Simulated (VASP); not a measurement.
Wanted: the native input for a VASP 6.6.1 run.

| Property | Result |
| --- | --- |
| Task | relaxation of cell and atoms |
| Functional | PBE |
| Potentials or basis | VASP PAW PBE potentials, release 64 (Mg, O) |
| Cutoff | 600 eV |
| k mesh | 6 × 6 × 2 |
| Occupations | gaussian, width 0.1 eV |
| Spin | no spin polarisation |
| Dipole correction | no |
| Further INCAR settings | ALGO = Normal; EDIFF = 1e-06; IBRION = 2; EDIFFG = -0.04; NSW = 90; ISIF = 3 |

The structure of Mg5O lies in POSCAR:

```
Mg5O
1.0
    3.0977298615      0.0000000000      0.0000000000
   -1.5488649308      2.6827127541      0.0000000000
    0.0000000000      0.0000000000     13.2690272962
Mg O
5 1
Direct
    0.6666666667      0.3333333333      0.0996194709
    0.0000000000      0.0000000000      0.2967174284
    0.6666666667      0.3333333333      0.5000000000
    0.0000000000      0.0000000000      0.7032825716
    0.6666666667      0.3333333333      0.9003805291
    0.0000000000      0.0000000000      0.0000000000
```

The cell was built from a structure type or drawn by symmetry, and may not be a known phase.

The input as run:

INCAR

```
SYSTEM = Mg5O
ALGO = Normal
EDIFF = 1E-6
EDIFFG = -0.04
ENCUT = 600
GGA = PE
IBRION = 2
ISIF = 3
ISMEAR = 0
LASPH = .True.
LCHARG = .False.
LREAL = .False.
LWAVE = .False.
NELM = 100
NSW = 90
PREC = Accurate
SIGMA = 0.1
```

KPOINTS

```
k-points
0
Gamma
  6 6 2
  0 0 0
```

Potentials or basis: VASP PAW PBE potentials, release 64 (Mg, O).

The run is started by

```bash
$ cat potpaw_PBE.64/Mg/POTCAR potpaw_PBE.64/O/POTCAR > POTCAR
$ mpirun -np 1 vasp_std > vasp.out
```

Results of the run:

The relaxed volume is 18.18 Å³/atom and the relaxed cell is a = 3.112 Å, b = 3.112 Å, c = 13.009 Å, α = 90.00°, β = 90.00°, γ = 120.00°. The space group after relaxing (to 0.1 Å) is P-6m2 (No. 187) and the energy gained by relaxing is 2.2 meV/atom. The ionic steps are 12 and the pressure after relaxing is -0.1 GPa. The largest force after relaxing is 0.027 eV/Å. The band gap on the k mesh is zero (bands 8 and 9 overlap by 1.58 eV).

Caveat: the k points lie up to 0.39 Å⁻¹ apart in the final cell, too coarse for converged energies and pressures of a metal.

Run time: 100 s on 1 thread of Intel(R) Xeon(R) 6975P-C (Granite Rapids), with other jobs on the host, peak memory 0.28 GiB.
